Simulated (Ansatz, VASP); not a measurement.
# BiTe in VASP and in Ansatz

File INCAR:

```
SYSTEM = BiTe
AGGAC    = 1.0          
AGGAX    = 1.0          
ALDAC    = 0.0          
ALDAX    = 1.0          
ALGO     = Normal         ! electronic algorithm
EDIFF    = 1E-6           ! SCF threshold, eV
ENCUT    = 520            ! plane-wave cutoff, eV
GGA      = B5             ! functional
ISIF     = 2              ! what is computed and relaxed
ISMEAR   = 0              ! smearing method
IVDW     = 12             ! dispersion correction
LASPH    = .True.         ! aspherical terms in the spheres
LCHARG   = .True.         ! write CHGCAR
LELF     = .True.         ! ELF
LREAL    = .False.        ! projectors in reciprocal space
LVHAR    = .True.       
LWAVE    = .False.        ! write WAVECAR
NBANDS   = 18             ! bands
NELM     = 80             ! most SCF steps
PREC     = Accurate       ! precision mode
SIGMA    = 0.05           ! smearing width, eV
VDW_A1   = 0.4298       
VDW_A2   = 4.2359       
VDW_S6   = 1.0          
VDW_S8   = 2.6996
```

The input KPOINTS:

```
k-points
0
Gamma
  6 6 6
  0 0 0
```

Contents of POSCAR:

```
BiTe
1.0
    0.0000000000      3.2590527687      3.2590527687
    3.2590527687      0.0000000000      3.2590527687
    3.2590527687      3.2590527687      0.0000000000
Bi Te
1 1
Direct
    0.5000000000      0.5000000000      0.5000000000
    0.0000000000      0.0000000000      0.0000000000
```

Input for Ansatz:

```yaml
crystal:
  lattice:
    - [0.0, 3.2590527687, 3.2590527687]
    - [3.2590527687, 0.0, 3.2590527687]
    - [3.2590527687, 3.2590527687, 0.0]
  atoms:
    - { symbol: Bi, position: [0.5, 0.5, 0.5] }
    - { symbol: Te, position: [0.0, 0.0, 0.0] }
basis:
  ecutwfc: 420
  ecutrho_ratio: 4
kpoints:
  mp_grid: { grid: [6, 6, 6] }
hamiltonian:
  xc: blyp
  dispersion: d3bj
scf:
  occupations: { method: gaussian, width: 0.05 }
output:
  forces: true
  stress: true
  eigenvalues: true
```

Alike in both runs: task single point; functional BLYP; dispersion D3(BJ); k mesh 6 × 6 × 6; occupations gaussian, width 0.05 eV; no spin polarisation.

|  | VASP | Ansatz |
| --- | --- | --- |
| version | VASP 6.6.1 | Ansatz 0.2.0 |
| potentials or method | VASP PAW PBE potentials, release 64 (Bi_d, Te), cutoff 520 eV | scalar-relativistic, plane waves, PAW |
| valence electrons in the cell | 21 | 31 |

```csv
,VASP,Ansatz,Ansatz less VASP
gap on the k mesh at the Fermi level (eV),none,none,-
pressure (GPa),-1.7,-1.8,-0.13
```

VASP's potentials were made for PBE, not for BLYP. A gap of «none» marks a metal or a gap that the smearing closes. VASP's potentials hold 21 valence electrons a cell and Ansatz's 31, so a difference there can come from the potentials and not from the codes.

Neither program's run includes spin-orbit coupling.
